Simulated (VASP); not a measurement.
**ZrS2: single point with r2SCAN**

The system is ZrS2.

```xyz
3
Lattice="3.6009 0.0000 0.0000 -1.8005 3.1185 0.0000 0.0000 0.0000 5.9154" Properties=species:S:1:pos:R:3 pbc="T T T"
Zr    0.0000    0.0000    0.0000
S     0.0000    2.0790    1.4764
S     1.8005    1.0395    4.4391
```

This cell differs from its parent crystal: epitaxial xy strain -2.0%.

| Property | Result |
| --- | --- |
| Program | VASP 6.6.1 |
| Task | single point |
| Functional | r2SCAN |
| Potentials or basis | VASP PAW PBE potentials, release 64 (Zr_sv, S) |
| Cutoff | 550 eV |
| k mesh | 12 × 12 × 4 |
| Occupations | fermi-dirac, width 0.02 eV |
| Spin | non-collinear spin, zero start, spin-orbit coupling |
| Starting moments | [[0.0, 0.0, 0.0], [0.0, 0.0, 0.0], [0.0, 0.0, 0.0]] μB |

```
Pressure                                              : 3.3 GPa
Largest force                                         : 0.041 eV/Å
Net moment                                            : 0.00 μB per cell
Valence electrons inside the program's atomic spheres : Zr 9.61; S 3.79
```

Forces in eV/Å, atoms in the order of the input:
```
Zr   0.000  0.000  0.000
S    0.000  0.000 -0.041
S    0.000  0.000  0.041
```

Stress tensor (GPa, compression positive):
```
4.44 0.00 0.00
0.00 4.44 0.00
0.00 0.00 0.88
```

Moments on the atoms (μB; x, y, z):
```
Zr  0.00 0.00 0.00
S   0.00 0.00 0.00
S   0.00 0.00 0.00
```

Wall time 55 min on 1 thread of Oxide Virtual Turin-like Processor, with other jobs on the host, peak memory 0.54 GiB.

Caveat: the cell differs from its parent crystal (epitaxial xy strain -2.0%); the cell stands under pressure; the PAW data sets were made with another functional, which shifts forces and pressure a little.
